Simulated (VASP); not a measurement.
# LaAlS3 (Pm-3m) in VASP: single point with PBE

Aim: the single point of LaAlS3 with PBE.

Everything below comes from runs of VASP 6.6.1. Logs are shortened: lines on timing, memory, paths and dates and some standing lists are left out, and cuts for length are marked.

## 1. The cell of the first run

The structure is cubic, space group Pm-3m (No. 221). The conventional cell has a = 4.799 Å, b = 4.799 Å, c = 4.799 Å, α = 90.00°, β = 90.00°, γ = 90.00°. Within 3.2 Å of La (site symmetry m-3m) lie 6 S at 2.40 Å. Al (site symmetry m-3m) has 12 S at 3.39 Å and 8 La at 4.16 Å within 4.5 Å. S (site symmetry 4/mmm) has 2 La at 2.40 Å within 3.2 Å.

## 2. Single point, PBE

File INCAR:

```
PREC = Accurate
ENCUT = 520
EDIFF = 1E-7
ISMEAR = 0
SIGMA = 0.1
LREAL = F
LASPH = T
NELM = 60
ALGO = Normal
ISIF = 2
LWAVE = F
LCHARG = F
GGA = PE
NBANDS = 24
```

File KPOINTS:

```
regular mesh
0
Gamma
  4 4 4
```

File POSCAR:

```
LaAlS3
1.0
    4.7993209800      0.0000000000      0.0000000000
    0.0000000000      4.7993209800      0.0000000000
    0.0000000000      0.0000000000      4.7993209800
La Al S
1 1 3
Direct
    0.5000000000      0.5000000000      0.5000000000
    0.0000000000      0.0000000000      0.0000000000
    0.5000000000      0.0000000000      0.5000000000
    0.0000000000      0.5000000000      0.5000000000
    0.5000000000      0.5000000000      0.0000000000
```

Potentials or basis: VASP PAW PBE potentials, release 64 (La, Al, S).

Launch:

```sh
cat potpaw_PBE.64/La/POTCAR potpaw_PBE.64/Al/POTCAR potpaw_PBE.64/S/POTCAR > POTCAR
mpirun -np 1 vasp_std > vasp.out
```

OUTCAR:

```text
PREC = Accurate
   ENCUT = 520
   EDIFF = 1E-7
   ISMEAR = 0
   LREAL = F
   LASPH = T
   NELM = 60
   ISIF = 2
   GGA = PE

 ion  position               nearest neighbor table
   1  0.500  0.500  0.500-   3 2.40   4 2.40   5 2.40   5 2.40   3 2.40   4 2.40
   2  0.000  0.000  0.000-
   3  0.500  0.000  0.500-   1 2.40   1 2.40
   4  0.000  0.500  0.500-   1 2.40   1 2.40
   5  0.500  0.500  0.000-   1 2.40   1 2.40

  LATTYP: Found a simple cubic cell.
 ALAT       =     4.7993209800

  Lattice vectors:

 A1 = (   4.7993209800,   0.0000000000,   0.0000000000)
 A2 = (   0.0000000000,   4.7993209800,   0.0000000000)
 A3 = (   0.0000000000,   0.0000000000,   4.7993209800)

Analysis of symmetry for initial positions (statically):
=====================================================================
 Subroutine PRICEL returns:
 Original cell was already a primitive cell.

 Routine SETGRP: Setting up the symmetry group for a
 simple cubic supercell.

 Subroutine GETGRP returns: Found 48 space group operations
 (whereof 48 operations were pure point group operations)
 out of a pool of 48 trial point group operations.

The static configuration has the point symmetry O_h .

Analysis of symmetry for dynamics (positions and initial velocities):
=====================================================================
 Subroutine PRICEL returns:
 Original cell was already a primitive cell.

 Routine SETGRP: Setting up the symmetry group for a
 simple cubic supercell.

 Subroutine GETGRP returns: Found 48 space group operations
 (whereof 48 operations were pure point group operations)
 out of a pool of 48 trial point group operations.

The dynamic configuration has the point symmetry O_h .

 Subroutine INISYM returns: Found 48 space group operations
 (whereof 48 operations are pure point group operations),
 and found     1 'primitive' translations

----------------------------------------------------------------------------------------

                                     Primitive cell

  volume of cell :     110.5451

  direct lattice vectors                    reciprocal lattice vectors
     4.799320980  0.000000000  0.000000000     0.208362809  0.000000000  0.000000000
     0.000000000  4.799320980  0.000000000     0.000000000  0.208362809  0.000000000
     0.000000000  0.000000000  4.799320980     0.000000000  0.000000000  0.208362809

  length of vectors
     4.799320980  4.799320980  4.799320980     0.208362809  0.208362809  0.208362809

  position of ions in fractional coordinates (direct lattice)
     0.500000000  0.500000000  0.500000000
     0.000000000  0.000000000  0.000000000
     0.500000000  0.000000000  0.500000000
     0.000000000  0.500000000  0.500000000
     0.500000000  0.500000000  0.000000000

  ion indices of the primitive-cell ions
   primitive index   ion index
                 1           1
                 2           2
                 3           3
                 4           4
                 5           5

----------------------------------------------------------------------------------------

 KPOINTS: regular mesh

Automatic generation of k-mesh.
 Grid dimensions read from file:
 generate k-points for:    4    4    4

 Generating k-lattice:

  Cartesian coordinates                     Fractional coordinates (reciprocal lattice)
     0.052090702  0.000000000  0.000000000     0.250000000  0.000000000  0.000000000
     0.000000000  0.052090702  0.000000000     0.000000000  0.250000000  0.000000000
     0.000000000  0.000000000  0.052090702     0.000000000  0.000000000  0.250000000

  Length of vectors
     0.052090702  0.052090702  0.052090702

  Shift w.r.t. Gamma in fractional coordinates (k-lattice)
     0.000000000  0.000000000  0.000000000

 Subroutine IBZKPT returns following result:
 ===========================================

 Found     10 irreducible k-points:

 Following reciprocal coordinates:
            Coordinates               Weight
  0.000000  0.000000  0.000000      1.000000
  0.250000  0.000000  0.000000      6.000000
  0.500000  0.000000  0.000000      3.000000
  0.250000  0.250000  0.000000     12.000000
  0.500000  0.250000  0.000000     12.000000
  0.500000  0.500000  0.000000      3.000000
  0.250000  0.250000  0.250000      8.000000
  0.500000  0.250000  0.250000     12.000000
  0.500000  0.500000  0.250000      6.000000
  0.500000  0.500000  0.500000      1.000000
   k-points           NKPTS =     10   k-points in BZ     NKDIM =     10   number of bands    NBANDS=     24
   number of dos      NEDOS =    301   number of ions     NIONS =      5
   total plane-waves  NPLWV =  46656
   dimension x,y,z NGX =    36 NGY =   36 NGZ =   36
   dimension x,y,z NGXF=    72 NGYF=   72 NGZF=   72
   ions per type =               1   1   3
   NGX,Y,Z   is equivalent  to a cutoff of  12.47, 12.47, 12.47 a.u.
   NGXF,Y,Z  is equivalent  to a cutoff of  24.94, 24.94, 24.94 a.u.
 SYSTEM =  unknown system
   PREC   = accura    normal or accurate (medium, high low for compatibility)
   ISTART =      0    job   : 0-new  1-cont  2-samecut
   ICHARG =      2    charge: 1-file 2-atom 10-const
   ISPIN  =      1    spin polarized calculation?
   LNONCOLLINEAR =      F non collinear calculations
   LSORBIT =      F    spin-orbit coupling
   LASPH  =      T    aspherical Exc in radial PAW
   ENCUT  =  520.0 eV  38.22 Ry    6.18 a.u.   8.92  8.92  8.92*2*pi/ulx,y,z
   NELM   =     60;   NELMIN=  2; NELMDL= -5     # of ELM steps
   EDIFF  = 0.1E-06   stopping-criterion for ELM
   LREAL  =      F    real-space projection
   EDIFFG = 0.1E-05   stopping-criterion for IOM
   NSW    =      0    number of steps for IOM
   IBRION =     -1    ionic relax: 0-MD 1-quasi-New 2-CG
   NFREE  =      0    steps in history (QN), initial steepest desc. (CG)
   ISIF   =      2    stress and relaxation
   ISYM   =      2    0-nonsym 1-usesym 2-fastsym
   POTIM  = 0.5000    time-step for ionic-motion
   TEBEG  =    0.0;   TEEND  =   0.0 temperature during run
   PSTRESS=    0.0 pullay stress
   NELECT =      32.0000    total number of electrons
   NUPDOWN=      -1.0000    fix difference up-down
   EMIN   =  10.00;   EMAX   =-10.00  energy-range for DOS
   EFERMI =   0.00;   METHOD = LEGACY
   ISMEAR =     0;   SIGMA  =   0.10  broadening in eV -4-tet -1-fermi 0-gaus
   EFERMI_NEDOS =   21; number of points for ismear=-14 and -15
   IALGO  =     38    algorithm
   IMIX   =      4    mixing-type and parameters
     AMIX     =   0.40;   BMIX     =  1.00
     AMIX_MAG =   1.60;   BMIX_MAG =  1.00
  volume/ion in A,a.u.               =      22.11       149.20
  Fermi-wavevector in a.u.,A,eV,Ry     =   1.082958  2.046494 15.956892  1.172798
  Thomas-Fermi vector in A             =   2.219012
   LORBIT       =      0    0 simple, 1 ext, 2 COOP (PROOUT), +10 PAW based schemes
   GGA     = PE    functional components
   LHFCALC =     F    Hartree Fock is set to
   AEXX    =    0.0000 exact exchange contribution
   IVDW    =     0    specifies the selected vdW correction
   LEPSILON=     F    determine dielectric tensor
   LRPA    =     F    only Hartree local field effects (RPA)
 non-spin polarized calculation
 Gauss-broadening in eV      SIGMA  =   0.10
  energy-cutoff  :      520.00
  volume of cell :      110.55
 maximum number of plane-waves:      3016
 NGX is ok and might be reduce to    36
   NGX = 17   NGY = 17   NGZ = 17

 number of electron      31.9999999 magnetization

 Free energy of the ion-electron system (eV)
  ---------------------------------------------------
  ext. energy  EPLUGINS =         0.00000000
  ---------------------------------------------------
  free energy    TOTEN  =       -19.21846232 eV

  energy without entropy =      -19.20712735  energy(sigma->0) =      -19.21279484

 E-fermi :   5.3644     XC(G=0):  -9.6434

 val. band max:        5.2994217733   @ k =   0.5000   0.2500   0.0000
 cond. band min:       5.4377614323   @ k =   0.5000   0.5000   0.0000
 fundamental gap:      0.1383396590
 Fermi energy:         5.3644462449

 k-point     1 :       0.0000    0.0000    0.0000
  band No.  band energies     occupation
      1     -25.1923      2.00000
      2     -10.1007      2.00000
      3     -10.1007      2.00000
      4     -10.1007      2.00000
      5      -6.9271      2.00000
      6      -6.7934      2.00000
[... 16 lines left out ...]
     23      10.5422      0.00000
     24      10.5662      0.00000

 k-point     2 :       0.2500    0.0000    0.0000
  band No.  band energies     occupation
      1     -25.1822      2.00000
      2     -10.7828      2.00000
      3     -10.0888      2.00000
      4     -10.0888      2.00000
      5      -6.8500      2.00000
      6      -6.7792      2.00000
[... 16 lines left out ...]
     23       9.9007      0.00000
     24      10.2687      0.00000

 k-point     3 :       0.5000    0.0000    0.0000
  band No.  band energies     occupation
      1     -25.1720      2.00000
      2     -11.2447      2.00000
      3     -10.0767      2.00000
      4     -10.0767      2.00000
      5      -6.8152      2.00000
      6      -6.7648      2.00000
[... 16 lines left out ...]
     23      10.0687      0.00000
     24      10.1432      0.00000
[... 136 lines left out ...]
 k-point     9 :       0.5000    0.5000    0.2500
  band No.  band energies     occupation
      1     -25.1416      2.00000
      2     -11.2007      2.00000
      3     -11.2007      2.00000
      4     -10.7278      2.00000
      5      -5.2933      2.00000
      6      -3.6371      2.00000
[... 16 lines left out ...]
     23       9.9621      0.00000
     24       9.9621      0.00000

 k-point    10 :       0.5000    0.5000    0.5000
  band No.  band energies     occupation
      1     -25.1315      2.00000
      2     -11.1868      2.00000
      3     -11.1868      2.00000
      4     -11.1868      2.00000
      5      -3.6205      2.00000
      6      -3.6205      2.00000
[... 16 lines left out ...]
     23       9.8041      0.00000
     24      10.0404      0.00000

------------------------ aborting loop because EDIFF is reached ----------------------------------------

  FORCE on cell =-STRESS in cart. coord.  units (eV):
  Direction    XX          YY          ZZ          XY          YZ          ZX
  --------------------------------------------------------------------------------------
  -------------------------------------------------------------------------------------
  Total       17.5648324     17.5648324     17.5648324     -0.0000000     -0.0000000     -0.0000000
  in kB      254.5746778    254.5746778    254.5746778     -0.0000000     -0.0000000     -0.0000000
  external PRESSURE =     254.5746778 kB  Pullay stress =       0.0000000 kB

 VOLUME and BASIS-vectors are now :
 -----------------------------------------------------------------------------
  energy-cutoff  :      520.00
  volume of cell :      110.55
      direct lattice vectors                 reciprocal lattice vectors
     4.799320980  0.000000000  0.000000000     0.208362809  0.000000000  0.000000000
     0.000000000  4.799320980  0.000000000     0.000000000  0.208362809  0.000000000
     0.000000000  0.000000000  4.799320980     0.000000000  0.000000000  0.208362809

 POSITION                                       TOTAL-FORCE (eV/Angst)
 -----------------------------------------------------------------------------------
      2.39966      2.39966      2.39966         0.000000      0.000000      0.000000
      0.00000      0.00000      0.00000         0.000000      0.000000      0.000000
      2.39966      0.00000      2.39966         0.000000      0.000000      0.000000
      0.00000      2.39966      2.39966         0.000000      0.000000      0.000000
      2.39966      2.39966      0.00000         0.000000      0.000000      0.000000
 -----------------------------------------------------------------------------------
    total drift:                                0.000000      0.000000      0.000000

  FREE ENERGIE OF THE ION-ELECTRON SYSTEM (eV)
  ---------------------------------------------------
  free  energy   TOTEN  =       -19.2184623174 eV

  energy  without entropy=      -19.2071273541  energy(sigma->0) =      -19.21279484
```

Run time: 76 s. Hardware: 1 thread of AMD EPYC 7R13, shared host; peak memory 0.19 GiB.

What came out:

```
Free energy            : -19.2185 eV
Pressure               : 25.5 GPa
Band gap on the k mesh : zero (band 16 reaches 6.09 eV, above the bottom of band 17 at 4.61 eV)
```

Levels at points of the mesh, in eV from the Fermi level:
| k point | band 13 | band 14 | band 15 | band 16 | band 17 | band 18 |
| --- | --- | --- | --- | --- | --- | --- |
| (0.00, 0.00, 0.00) | -1.48 | -1.48 | 0.70 | 0.70 | 0.70 | 1.88 |
| (0.50, 0.00, 0.00) | -1.77 | -1.77 | 0.54 | 0.73 | 0.73 | 2.09 |
| (0.50, 0.50, 0.00) | -2.53 | -2.53 | -0.74 | 0.07 | 0.74 | 2.39 |
| (0.50, 0.50, 0.50) | -2.70 | -2.69 | 0.12 | 0.12 | 0.12 | 4.02 |

Caveat: spin-orbit coupling is left out, which moves the levels of the heavy elements.
